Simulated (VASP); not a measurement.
Set up this calculation in VASP 6.6.1, as the native input.

- Task: single point
- Functional: BHLYP
- Potentials or basis: VASP PAW PBE potentials, release 64 (Pd)
- Cutoff: 520 eV
- k mesh: 6 × 6 × 6
- Occupations: fermi-dirac, width 0.05 eV
- Spin: no spin polarisation
- Dipole correction: no
- Grid for exact exchange (PRECFOCK): Normal
- Further INCAR settings: ALGO = Normal; EDIFF = 1e-07; NBANDS = 11
- Share of exact exchange: 0.5

The system is Pd.

```
Pd
1.0
     0.00000    1.92019    1.92019
     1.92019    0.00000    1.92019
     1.92019    1.92019    0.00000
Pd
1
Direct
  0.00000 0.00000 0.00000
```

The input as run:

POSCAR

```
Pd
1.0
    0.0000000000      1.9201927211      1.9201927211
    1.9201927211      0.0000000000      1.9201927211
    1.9201927211      1.9201927211      0.0000000000
Pd
1
Direct
    0.0000000000      0.0000000000      0.0000000000
```

INCAR.step1

```
SYSTEM = Pd
ALGO     = Normal         ! electronic algorithm
EDIFF    = 1E-5           ! SCF threshold, eV
ENCUT    = 520            ! plane-wave cutoff, eV
GGA      = PE             ! functional
ISIF     = 2              ! what is computed and relaxed
ISMEAR   = -1             ! smearing method
LASPH    = .True.         ! aspherical terms in the spheres
LCHARG   = .False.        ! write CHGCAR
LREAL    = .False.        ! projectors in reciprocal space
LWAVE    = .True.         ! write WAVECAR
NBANDS   = 11             ! bands
NELM     = 80             ! most SCF steps
PREC     = Accurate       ! precision mode
SIGMA    = 0.05           ! smearing width, eV
```

INCAR.step2

```
SYSTEM = Pd
AEXX     = 0.5            ! exact-exchange fraction
AGGAC    = 1.0          
AGGAX    = 0.5          
ALDAC    = 0.0          
ALDAX    = 0.5          
ALGO     = Normal         ! electronic algorithm
EDIFF    = 1E-7           ! SCF threshold, eV
ENCUT    = 520            ! plane-wave cutoff, eV
GGA      = B5             ! functional
ISIF     = 2              ! what is computed and relaxed
ISMEAR   = -1             ! smearing method
ISTART   = 1            
LASPH    = .True.         ! aspherical terms in the spheres
LCHARG   = .False.        ! write CHGCAR
LHFCALC  = .True.         ! exact exchange
LREAL    = .False.        ! projectors in reciprocal space
LWAVE    = .False.        ! write WAVECAR
NBANDS   = 11             ! bands
NELM     = 80             ! most SCF steps
PREC     = Accurate       ! precision mode
PRECFOCK = Normal       
SIGMA    = 0.05           ! smearing width, eV
```

KPOINTS

```
k-points
0
Gamma
  6 6 6
  0 0 0
```

Potentials or basis: VASP PAW PBE potentials, release 64 (Pd).

Run with:

```sh
$ cat potpaw_PBE.64/Pd/POTCAR > POTCAR
$ cp INCAR.step1 INCAR
$ mpirun -np 1 vasp_std > vasp.out
$ cp INCAR.step2 INCAR
$ mpirun -np 1 vasp_std > vasp.out
```

It gave:

```yaml
Pressure: 16.6 GPa
Band_gap_on_the_k_mesh: zero (bands 5 and 6 overlap by 4.62 eV)
```

Caveat: the k points lie up to 0.47 Å⁻¹ apart, too coarse for converged energies and pressures of a metal; the PAW data sets were made with another functional, which shifts forces and pressure a little.

It took 9.4 min on 1 thread of Intel(R) Xeon(R) Platinum 8259CL CPU @ 2.50GHz (Skylake/Cascade Lake) (shared host), peak memory 0.14 GiB.
